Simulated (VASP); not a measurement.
Set up this calculation in VASP 6.6.1, as the native input.

```
Task                    : single point
Functional              : LDA
Potentials or basis     : VASP PAW LDA potentials, release 64 (Rh_pv)
Cutoff                  : 400 eV
k mesh                  : 8 × 8 × 2
Occupations             : methfessel-paxton, width 0.05 eV
Spin                    : no spin polarisation
Dipole correction       : no
k mesh for the DOS      : 12 × 12 × 3
Occupations for the DOS : tetrahedron
Further INCAR settings  : ALGO = Normal; EDIFF = 1e-06; NBANDS = 38
```

Rh:

```
Rh
1.0
     2.69175    0.00000    0.00000
    -1.34587    2.33112    0.00000
     0.00000    0.00000    8.79807
Rh
4
Direct
  0.00000 0.00000 0.00000
  0.00000 0.00000 0.50000
  0.33333 0.66667 0.25000
  0.66667 0.33333 0.75000
```

This isn't the form of Rh at room conditions, which is fcc.

These files were run (other wordings do the same):

POSCAR

```
Rh
1.0
    2.6917450000      0.0000000000      0.0000000000
   -1.3458725000      2.3311195505      0.0000000000
    0.0000000000      0.0000000000      8.7980700000
Rh
4
Direct
    0.0000000000      0.0000000000      0.0000000000
    0.0000000000      0.0000000000      0.5000000000
    0.3333333333      0.6666666667      0.2500000000
    0.6666666667      0.3333333333      0.7500000000
```

INCAR.step1

```
SYSTEM = Rh
PREC     = Accurate       ! precision mode
ENCUT    = 400            ! plane-wave cutoff, eV
EDIFF    = 1E-6           ! SCF threshold, eV
ISMEAR   = 1              ! smearing method
SIGMA    = 0.05           ! smearing width, eV
LREAL    = .FALSE.        ! projectors in reciprocal space
LASPH    = .TRUE.         ! aspherical terms in the spheres
NELM     = 120            ! most SCF steps
ALGO     = Normal         ! electronic algorithm
ISIF     = 2              ! what is computed and relaxed
LWAVE    = .FALSE.        ! write WAVECAR
LCHARG   = .TRUE.         ! write CHGCAR
LMAXMIX  = 4              ! l up to which the mixer works
GGA      = CA             ! functional
NBANDS   = 38             ! bands
GGA_COMPAT= .FALSE.      
NEDOS    = 2001           ! points of the DOS
LORBIT   = 11             ! projections on sites
```

KPOINTS.step1

```
regular mesh
0
G
  8 8 2
  0 0 0
```

INCAR.step2

```
SYSTEM = Rh
PREC     = Accurate       ! precision mode
ENCUT    = 400            ! plane-wave cutoff, eV
EDIFF    = 1E-6           ! SCF threshold, eV
ISMEAR   = -5             ! smearing method
SIGMA    = 0.05           ! smearing width, eV
LREAL    = .FALSE.        ! projectors in reciprocal space
LASPH    = .TRUE.         ! aspherical terms in the spheres
NELM     = 120            ! most SCF steps
ALGO     = Normal         ! electronic algorithm
ISIF     = 2              ! what is computed and relaxed
LWAVE    = .FALSE.        ! write WAVECAR
LCHARG   = .FALSE.        ! write CHGCAR
LMAXMIX  = 4              ! l up to which the mixer works
GGA      = CA             ! functional
LORBIT   = 11             ! projections on sites
NBANDS   = 38             ! bands
NEDOS    = 1001           ! points of the DOS
ICHARG   = 11             ! starting density
GGA_COMPAT= .FALSE.
```

KPOINTS.step2

```
regular mesh
0
G
  12 12 3
  0 0 0
```

Potentials or basis: VASP PAW LDA potentials, release 64 (Rh_pv).

Run with:

```bash
$ cat potpaw_LDA.64/Rh_pv/POTCAR > POTCAR
$ cp INCAR.step1 INCAR
$ cp KPOINTS.step1 KPOINTS
$ mpirun -np 1 vasp_std > vasp.out
$ cp INCAR.step2 INCAR
$ cp KPOINTS.step2 KPOINTS
$ mpirun -np 1 vasp_std > vasp.out
```

It gave:

| Item | Value |
| --- | --- |
| Valence electrons inside the program's atomic spheres | Rh 13.77, 13.78 (each value once) |

Wall time 26 s on 1 thread of Intel(R) Xeon(R) 6975P-C (Granite Rapids), with other jobs on the host, peak memory 0.15 GiB.
